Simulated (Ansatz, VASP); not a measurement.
## SiC16 in VASP and in Ansatz

File INCAR:

```
SYSTEM = SiC16
PREC = Accurate
ENCUT = 520
EDIFF = 1E-6
ISMEAR = 0
SIGMA = 0.05
LREAL = Auto
LASPH = .True.
NELM = 150
ALGO = Normal
ISIF = 2
LWAVE = .False.
LCHARG = .True.
ISPIN = 2
MAGMOM = 0 0 0 0 0 0 0 0 0 0 0 0 0 0 0 0 2
LORBIT = 11
LDIPOL = .True.
IDIPOL = 3
DIPOL = 0.5 0.5 0.310
GGA = PE
IVDW = 12
LELF = .True.
LVHAR = .True.
LVACPOTAV = .True.
NBANDS = 52
```

File KPOINTS:

```
regular mesh
0
Gamma
  6 6 1
  0 0 0
```

Contents of POSCAR:

```
SiC16
1.0
    4.9298676323      0.0000000000      0.0000000000
    0.0000000000      4.4224271195      0.0000000000
    0.0000000000      0.0000000000     22.6937497910
C Si
16 1
Direct
    0.2500000000      0.4155274488      0.1762599851
    0.7500000000      0.4155274488      0.1762599851
    0.0000000000      0.5195584910      0.2001803947
    0.5000000000      0.5195584910      0.2001803947
    0.0000000000      0.7272227621      0.2480852155
    0.5000000000      0.7272227621      0.2480852155
    0.2500000000      0.8312538043      0.2720056251
    0.7500000000      0.8312538043      0.2720056251
    0.2500000000      0.0442051686      0.3198734326
    0.7500000000      0.0442051686      0.3198734326
    0.0000000000      0.1500808487      0.3425973485
    0.5000000000      0.1500808487      0.3425973485
    0.0000000000      0.3779776253      0.3900566375
    0.5000000000      0.3779776253      0.3900566375
    0.2500000000      0.4764186278      0.4095290499
    0.7500000000      0.4764186278      0.4095290499
    0.2500000000      1.2264186278      0.5593500373
```

Input for Ansatz:

```yaml
crystal:
  lattice:
    - [4.9298676323, 0.0, 0.0]
    - [0.0, 4.4224271195, 0.0]
    - [0.0, 0.0, 22.693749791]
  atoms:
    - { symbol: C, position: [0.25, 0.4155274488, 0.1762599851] }
    - { symbol: C, position: [0.75, 0.4155274488, 0.1762599851] }
    - { symbol: C, position: [0.0, 0.519558491, 0.2001803947] }
    - { symbol: C, position: [0.5, 0.519558491, 0.2001803947] }
    - { symbol: C, position: [0.0, 0.7272227621, 0.2480852155] }
    - { symbol: C, position: [0.5, 0.7272227621, 0.2480852155] }
    - { symbol: C, position: [0.25, 0.8312538043, 0.2720056251] }
    - { symbol: C, position: [0.75, 0.8312538043, 0.2720056251] }
    - { symbol: C, position: [0.25, 0.0442051686, 0.3198734326] }
    - { symbol: C, position: [0.75, 0.0442051686, 0.3198734326] }
    - { symbol: C, position: [0.0, 0.1500808487, 0.3425973485] }
    - { symbol: C, position: [0.5, 0.1500808487, 0.3425973485] }
    - { symbol: C, position: [0.0, 0.3779776253, 0.3900566375] }
    - { symbol: C, position: [0.5, 0.3779776253, 0.3900566375] }
    - { symbol: C, position: [0.25, 0.4764186278, 0.4095290499] }
    - { symbol: C, position: [0.75, 0.4764186278, 0.4095290499] }
    - { symbol: Si, position: [0.25, 1.2264186278, 0.5593500373], spin: 2.0 }
basis:
  ecutwfc: 420
kpoints:
  mp_grid: { grid: [6, 6, 1] }
hamiltonian:
  xc: pbe
  pseudopotentials: { kind: paw, azcp: { folder: soft_1 } }
  dispersion: d3bj
scf:
  occupations: { method: gaussian, width: 0.05 }
output:
  forces: true
  eigenvalues: true
  populations: true
  write_density: true
  write_potential: true
  elf: true
  volumetric_format: npy
magnetization:
  spin_polarized: true
efield:
  axis: 3
  dipole_correction: true
  ramp_width: 0.04
```

Alike in both runs: task single point; functional PBE; dispersion D3(BJ); k mesh 6 × 6 × 1; occupations gaussian, width 0.05 eV; collinear spin.

|  | VASP | Ansatz |
| --- | --- | --- |
| version | VASP 6.6.1 | Ansatz 0.2.0 |
| potentials or method | VASP PAW PBE potentials, release 64 (C, Si), cutoff 520 eV | scalar-relativistic, plane waves, PAW |
| valence electrons in the cell | 68 | 68 |

|  | VASP | Ansatz | Ansatz less VASP |
| --- | --- | --- | --- |
| gap on the k mesh at the Fermi level (eV) | none | none | - |
| rms of the force components (eV/Å) | 0.800 | 0.908 | +0.1082 |
| net moment per atom (μB) | 0.08 | 0.25 | +0.169 |
| size of the moment on the site where the two differ most (μB) | 0.47 | 1.23 | +0.762 |
| work function, face that differs most (eV) | 6.26 | 4.87 | -1.391 |

The net moments are unlike, so the other rows may belong to different states. Site moments also hang on the region over which each program counts them. Atom by atom the forces differ by 0.162 eV/Å (rms over components). A gap of «none» marks a metal or a gap that the smearing closes. Ansatz's warnings: xc potential rough in thin density.
